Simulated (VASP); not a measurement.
# Ga (Cmcm) in VASP: further runs

Runs on Ga. Level: LDA. Tasks: single point.

All numbers are computed with VASP 6.6.1; they aren't measurements. Logs are shortened: lines on timing, memory, paths and dates and some standing lists are left out, and cuts for length are marked.

## 1. The cell of the first run

The structure is orthorhombic, space group Cmcm (No. 63). Conventional cell: a = 2.871 Å, b = 8.049 Å, c = 3.170 Å, α = 90.00°, β = 90.00°, γ = 90.00°. Within 3.5 Å of Ga (site symmetry m2m) lie 10 Ga at 2.66 to 3.17 Å.

## 2. Single point, LDA (equal xx and yy strain of -1 %)

Input file INCAR:

```
SYSTEM = Ga
PREC = Accurate
ENCUT = 520
EDIFF = 1E-6
ISMEAR = -1
SIGMA = 0.08
LREAL = .False.
LASPH = .True.
NELM = 80
ALGO = Normal
ISIF = 2
LWAVE = .False.
LCHARG = .True.
LELF = .True.
LVHAR = .True.
NBANDS = 20
```

Input file KPOINTS:

```
Automatic mesh
0
Gamma
  12 12 10
  0 0 0
```

Input file POSCAR:

```
Ga
1.0
    1.4355000000     -4.0243500000      0.0000000000
    1.4355000000      4.0243500000      0.0000000000
    0.0000000000      0.0000000000      3.1700000000
Ga
2
Direct
    0.8670000000      0.1330000000      0.2500000000
    0.1330000000      0.8670000000      0.7500000000
```

Potentials or basis: VASP PAW LDA potentials, release 64 (Ga_d).

Started as:

```
> cat potpaw_LDA.64/Ga_d/POTCAR > POTCAR
> mpirun -np 1 vasp_std > vasp.out
```

OUTCAR:

```text
SYSTEM = Ga
   PREC = Accurate
   ENCUT = 520
   EDIFF = 1E-6
   ISMEAR = -1
   LREAL = .False.
   LASPH = .True.
   NELM = 80
   ISIF = 2

 ion  position               nearest neighbor table
   1  0.867  0.133  0.250-   2 2.66   2 2.66   2 2.85   2 2.85   2 2.85   2 2.85
   2  0.133  0.867  0.750-   1 2.66   1 2.66   1 2.85   1 2.85   1 2.85   1 2.85

  LATTYP: Found a base centered orthorhombic cell.
 ALAT       =     2.8710000000
 B/A-ratio  =     2.8034482759
 C/A-ratio  =     1.1041448972

  Lattice vectors:

 A1 = (   1.4355000000,  -4.0243500000,   0.0000000000)
 A2 = (   1.4355000000,   4.0243500000,   0.0000000000)
 A3 = (   0.0000000000,   0.0000000000,   3.1700000000)

Analysis of symmetry for initial positions (statically):
=====================================================================
 Subroutine PRICEL returns:
 Original cell was already a primitive cell.

 Routine SETGRP: Setting up the symmetry group for a
 base centered orthorhombic supercell.

 Subroutine GETGRP returns: Found  8 space group operations
 (whereof  4 operations were pure point group operations)
 out of a pool of  8 trial point group operations.

The static configuration has the point symmetry C_2h.
 The point group associated with its full space group is D_2h.

Analysis of symmetry for dynamics (positions and initial velocities):
=====================================================================
 Subroutine PRICEL returns:
 Original cell was already a primitive cell.

 Routine SETGRP: Setting up the symmetry group for a
 base centered orthorhombic supercell.

 Subroutine GETGRP returns: Found  8 space group operations
 (whereof  4 operations were pure point group operations)
 out of a pool of  8 trial point group operations.

The dynamic configuration has the point symmetry C_2h.
 The point group associated with its full space group is D_2h.

 Subroutine INISYM returns: Found  8 space group operations
 (whereof  4 operations are pure point group operations),
 and found     1 'primitive' translations

----------------------------------------------------------------------------------------

                                     Primitive cell

  volume of cell :      36.6259

  direct lattice vectors                    reciprocal lattice vectors
     1.435500000 -4.024350000  0.000000000     0.348310693 -0.124243667  0.000000000
[... 80 lines left out ...]
   ISPIN  =      1    spin polarized calculation?
   LNONCOLLINEAR =      F non collinear calculations
   LSORBIT =      F    spin-orbit coupling
   LASPH  =      T    aspherical Exc in radial PAW
   ENCUT  =  520.0 eV  38.22 Ry    6.18 a.u.   7.94  7.94  5.89*2*pi/ulx,y,z
   NELM   =     80;   NELMIN=  2; NELMDL= -5     # of ELM steps
   EDIFF  = 0.1E-05   stopping-criterion for ELM
   LREAL  =      F    real-space projection
   EDIFFG = 0.1E-04   stopping-criterion for IOM
   NSW    =      0    number of steps for IOM
   IBRION =     -1    ionic relax: 0-MD 1-quasi-New 2-CG
   NFREE  =      0    steps in history (QN), initial steepest desc. (CG)
   ISIF   =      2    stress and relaxation
   ISYM   =      2    0-nonsym 1-usesym 2-fastsym
   POTIM  = 0.5000    time-step for ionic-motion
   TEBEG  =    0.0;   TEEND  =   0.0 temperature during run
   PSTRESS=    0.0 pullay stress
   NELECT =      26.0000    total number of electrons
   NUPDOWN=      -1.0000    fix difference up-down
   EMIN   =  10.00;   EMAX   =-10.00  energy-range for DOS
   EFERMI =   0.00;   METHOD = LEGACY
   ISMEAR =    -1;   SIGMA  =   0.08  broadening in eV -4-tet -1-fermi 0-gaus
   EFERMI_NEDOS =   21; number of points for ismear=-14 and -15
   IALGO  =     38    algorithm
   IMIX   =      4    mixing-type and parameters
     AMIX     =   0.40;   BMIX     =  1.00
     AMIX_MAG =   1.60;   BMIX_MAG =  1.00
  volume/ion in A,a.u.               =      18.31       123.58
  Fermi-wavevector in a.u.,A,eV,Ry     =   1.460393  2.759743 29.017813  2.132749
  Thomas-Fermi vector in A             =   2.576848
   LORBIT       =      0    0 simple, 1 ext, 2 COOP (PROOUT), +10 PAW based schemes
   GGA     = CA    functional components
   LHFCALC =     F    Hartree Fock is set to
   AEXX    =    0.0000 exact exchange contribution
   IVDW    =     0    specifies the selected vdW correction
   LEPSILON=     F    determine dielectric tensor
   LRPA    =     F    only Hartree local field effects (RPA)
 non-spin polarized calculation
  energy-cutoff  :      520.00
  volume of cell :       36.63
 maximum number of plane-waves:      1010
   NGX = 15   NGY = 15   NGZ = 11

 number of electron      25.9999994 magnetization

 Free energy of the ion-electron system (eV)
  ---------------------------------------------------
  ext. energy  EPLUGINS =         0.00000000
  ---------------------------------------------------
  free energy    TOTEN  =        -7.12720225 eV

  energy without entropy =       -7.10973480  energy(sigma->0) =       -7.11846852

 E-fermi :   5.5972     XC(G=0): -11.4344

 val. band max:        5.5913282110   @ k =   0.5000   0.0000   0.2000
 cond. band min:       5.5988774265   @ k =   0.3333   0.2500   0.4000
 fundamental gap:      0.0075492155
 Fermi energy:         5.5971867662

 k-point     1 :       0.0000    0.0000    0.0000
  band No.  band energies     occupation
      1      -9.7236      2.00000
      2      -9.7045      2.00000
      3      -9.6287      2.00000
      4      -9.6161      2.00000
      5      -9.4090      2.00000
      6      -9.3943      2.00000
[... 541 lines left out ...]
     19      16.3017      0.00000
     20      18.4984      0.00000

 [... further k-points ...]

------------------------ aborting loop because EDIFF is reached ----------------------------------------

  FORCE on cell =-STRESS in cart. coord.  units (eV):
  Direction    XX          YY          ZZ          XY          YZ          ZX
  --------------------------------------------------------------------------------------
  -------------------------------------------------------------------------------------
  Total       -1.1552564     -0.4870137     -0.3627683      0.0000000     -0.0000000      0.0000000
  in kB      -50.5359867    -21.3041168    -15.8690768      0.0000000     -0.0000000      0.0000000
  external PRESSURE =     -29.2363934 kB  Pullay stress =       0.0000000 kB

 VOLUME and BASIS-vectors are now :
 -----------------------------------------------------------------------------
  energy-cutoff  :      520.00
  volume of cell :       36.63
      direct lattice vectors                 reciprocal lattice vectors
     1.435500000 -4.024350000  0.000000000     0.348310693 -0.124243667  0.000000000
     1.435500000  4.024350000  0.000000000     0.348310693  0.124243667  0.000000000
     0.000000000  0.000000000  3.170000000     0.000000000  0.000000000  0.315457413

 POSITION                                       TOTAL-FORCE (eV/Angst)
 -----------------------------------------------------------------------------------
      1.43550     -2.95387      0.79250         0.000000      0.189151      0.000000
      1.43550      2.95387      2.37750         0.000000     -0.189151      0.000000
 -----------------------------------------------------------------------------------
    total drift:                                0.000000      0.000000     -0.000000

  FREE ENERGIE OF THE ION-ELECTRON SYSTEM (eV)
  ---------------------------------------------------
  free  energy   TOTEN  =        -7.1272022500 eV

  energy  without entropy=       -7.1097347986  energy(sigma->0) =       -7.11846852
```

OSZICAR:

```text
N       E                     dE             d eps       ncg     rms          rms(c)
DAV:   1     0.129803322022E+03    0.12980E+03   -0.13187E+04 10960   0.247E+03
DAV:   2     0.423115055930E+01   -0.12557E+03   -0.12238E+03 10604   0.383E+02
DAV:   3    -0.703644352879E+01   -0.11268E+02   -0.11208E+02 11696   0.946E+01
DAV:   4    -0.720429572599E+01   -0.16785E+00   -0.16776E+00 11820   0.127E+01
DAV:   5    -0.720711377824E+01   -0.28181E-02   -0.28179E-02 11664   0.163E+00    0.144E+00
DAV:   6    -0.714377261252E+01    0.63341E-01   -0.10590E-01 14136   0.539E+00    0.711E-01
DAV:   7    -0.712885292916E+01    0.14920E-01   -0.17988E-02 14876   0.178E+00    0.195E-01
DAV:   8    -0.712719560496E+01    0.16573E-02   -0.24781E-03 11524   0.689E-01    0.165E-02
DAV:   9    -0.712720264936E+01   -0.70444E-05   -0.86547E-05 11996   0.982E-02    0.602E-03
DAV:  10    -0.712720224999E+01    0.39937E-06   -0.54762E-06 11136   0.293E-02
   1 F= -.71272022E+01 E0= -.71184685E+01  d E =-.174675E-01
```

Wall time 93 s (1 thread of Intel Xeon Platinum 8259CL at 2.50GHz (Skylake/Cascade Lake), shared host); peak memory 0.26 GiB.

Results:

```yaml
Free_energy: -7.1272 eV
Pressure: -2.9 GPa
Largest_force: 0.189 eV/Å
Band_gap_on_the_k_mesh: zero (band 13 reaches 10.57 eV, above the bottom of band 14 at 1.27 eV)
```

Forces in eV/Å, atoms in the order of the input:
```
Ga   0.000  0.189  0.000
Ga   0.000 -0.189  0.000
```

Stress tensor (GPa, compression positive):
```
-5.05  0.00  0.00
 0.00 -2.13  0.00
 0.00  0.00 -1.59
```

Levels at points of the mesh, in eV from the Fermi level:
```tsv
k point	band 11	band 12	band 13	band 14	band 15	band 16
(0.00, 0.00, 0.00)	-11.41	-2.28	-1.57	2.68	6.54	7.99
(0.50, 0.00, 0.00)	-6.76	-5.48	-1.76	-0.39	6.55	6.59
(0.50, 0.50, 0.00)	-9.34	-8.70	4.97	5.72	5.91	7.01
(0.00, 0.00, 0.50)	-7.58	-7.58	1.86	1.86	2.55	2.55
(0.50, 0.00, 0.50)	-3.12	-3.12	-1.66	-1.66	1.86	1.86
(0.50, 0.50, 0.50)	-5.73	-5.73	-4.33	-4.33	9.71	9.71
```

Caveat: the cell differs from its parent crystal (equal xx and yy strain of -1 %).

## 3. Single point, LDA (equal xx and yy strain of +1 %)

Input file INCAR:

```
PREC = Accurate
ENCUT = 520
EDIFF = 1E-7
ISMEAR = -1
SIGMA = 0.08
LREAL = False
LASPH = True
NELM = 100
ALGO = Normal
ISIF = 2
LWAVE = False
LCHARG = False
NBANDS = 20
```

Input file KPOINTS:

```
Automatic mesh
0
Gamma
  12 12 10
```

Input file POSCAR:

```
Ga
1.0
    1.4645000000     -4.1056500000      0.0000000000
    1.4645000000      4.1056500000      0.0000000000
    0.0000000000      0.0000000000      3.1700000000
Ga
2
Direct
    0.8670000000      0.1330000000      0.2500000000
    0.1330000000      0.8670000000      0.7500000000
```

Potentials or basis: VASP PAW LDA potentials, release 64 (Ga_d).

Started as:

```
> cat potpaw_LDA.64/Ga_d/POTCAR > POTCAR
> mpirun -np 1 vasp_std > vasp.out
```

Run time: 95 s. Hardware: 1 thread of Intel Xeon Platinum 8259CL at 2.50GHz (Skylake/Cascade Lake), shared host; peak memory 0.26 GiB.

The run converged. Its results:

```
Free energy            : -7.0867 eV
Pressure               : -4.5 GPa
Largest force          : 0.173 eV/Å
Band gap on the k mesh : zero (band 13 reaches 10.39 eV, above the bottom of band 14 at 1.11 eV)
```

Forces in eV/Å, atoms in the order of the input:
```
Ga   0.000  0.173  0.000
Ga   0.000 -0.173  0.000
```

Stress tensor (GPa, compression positive):
```
-6.50  0.00  0.00
 0.00 -3.72  0.00
 0.00  0.00 -3.24
```

Levels at points of the mesh, in eV from the Fermi level:
```tsv
k point	band 9	band 10	band 11	band 12	band 13	band 14	band 15	band 16	band 17	band 18
(0.00, 0.00, 0.00)	-14.90	-14.74	-11.09	-2.24	-1.75	3.01	6.79	7.52	8.45	10.22
(0.50, 0.00, 0.00)	-14.81	-14.80	-6.73	-5.35	-1.74	-0.53	6.26	6.67	8.65	9.24
(0.50, 0.50, 0.00)	-14.85	-14.81	-9.11	-8.49	5.19	5.55	5.89	7.00	7.10	9.25
(0.00, 0.00, 0.50)	-14.82	-14.82	-7.28	-7.28	1.85	1.85	2.39	2.39	9.98	9.98
(0.50, 0.00, 0.50)	-14.79	-14.79	-3.09	-3.09	-1.55	-1.55	1.83	1.83	4.22	4.22
(0.50, 0.50, 0.50)	-14.86	-14.86	-5.55	-5.55	-4.09	-4.09	9.29	9.29	11.04	11.04
```

Caveat: the cell differs from its parent crystal (equal xx and yy strain of +1 %).

(Part 1 of 2 ends here.)
